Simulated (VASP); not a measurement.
# Se: relaxation of cell and atoms with PBEsol

Crystal: Se.

```
Se
1.0
    -1.27412    1.27412    1.27412
     1.27412   -1.27412    1.27412
     1.27412    1.27412   -1.27412
Se
1
Direct
  0.00000 0.00000 0.00000
```

```yaml
Program: VASP 6.6.1
Task: relaxation of cell and atoms
Functional: PBEsol
Potentials_or_basis: VASP PAW PBE potentials, release 64 (Se)
Cutoff: 600 eV
k_mesh: 20 × 20 × 20
Occupations: fermi-dirac, width 0.05 eV
Spin: no spin polarisation
Target_pressure: 450 GPa
Dipole_correction: no
Further_INCAR_settings: ALGO = Normal; EDIFF = 1e-06; IBRION = 2; EDIFFG = -0.005; NSW = 60; ISIF = 3
```

```yaml
Relaxed_volume: 8.34 Å³/atom
Relaxed_cell: a = 2.213 Å, b = 2.213 Å, c = 2.213 Å, α = 109.47°, β = 109.47°, γ = 109.47°
Space_group_after_relaxing_to_0.05_Å: Im-3m (No. 229)
Energy_change_on_relaxing_the_enthalpy_is_what_falls: -201.1 meV/atom
Ionic_steps: 4
Pressure_after_relaxing: 449.9 GPa
Band_gap_on_the_k_mesh: zero (band 3 reaches 33.07 eV, above the bottom of band 4 at 10.18 eV)
```

The path:
```csv
step,energy change (eV),largest force (eV/Å),pressure (GPa),volume (Å³)
1,0.0000,0.0000,462.80,8.27
2,-2.0179,0.0000,336.75,9.09
3,-0.2097,0.0000,449.45,8.35
4,-0.2011,0.0000,449.93,8.34
```

Final structure:
```cif
data_structure
_symmetry_space_group_name_H-M 'P 1'
_symmetry_Int_Tables_number 1
_cell_length_a 2.2131
_cell_length_b 2.2131
_cell_length_c 2.2131
_cell_angle_alpha 109.471
_cell_angle_beta 109.471
_cell_angle_gamma 109.471
_cell_volume 8.34
loop_
_atom_site_label
_atom_site_type_symbol
_atom_site_fract_x
_atom_site_fract_y
_atom_site_fract_z
_atom_site_occupancy
Se1 Se 0.00000 0.00000 0.00000 1
```

Levels at points of the mesh, in eV from the Fermi level:
```csv
k point,band 1,band 2,band 3,band 4,band 5,band 6,band 7
"(0.00, 0.00, 0.00)",-29.53,11.39,11.39,11.39,15.30,15.30,15.30
"(0.50, 0.00, 0.00)",-17.88,-17.64,1.07,4.67,6.75,9.48,26.03
"(0.50, 0.50, 0.50)",-8.47,-8.47,-8.47,-5.40,-2.18,-2.18,33.89
```

It took 17 s on 1 thread of Intel(R) Xeon(R) Platinum 8559C (Emerald Rapids), with other jobs on the host, peak memory 0.14 GiB.

Caveat: the cell is relaxed towards a set pressure, so the enthalpy falls and the energy may rise; the PAW data sets were made with another functional, which shifts forces and pressure a little.
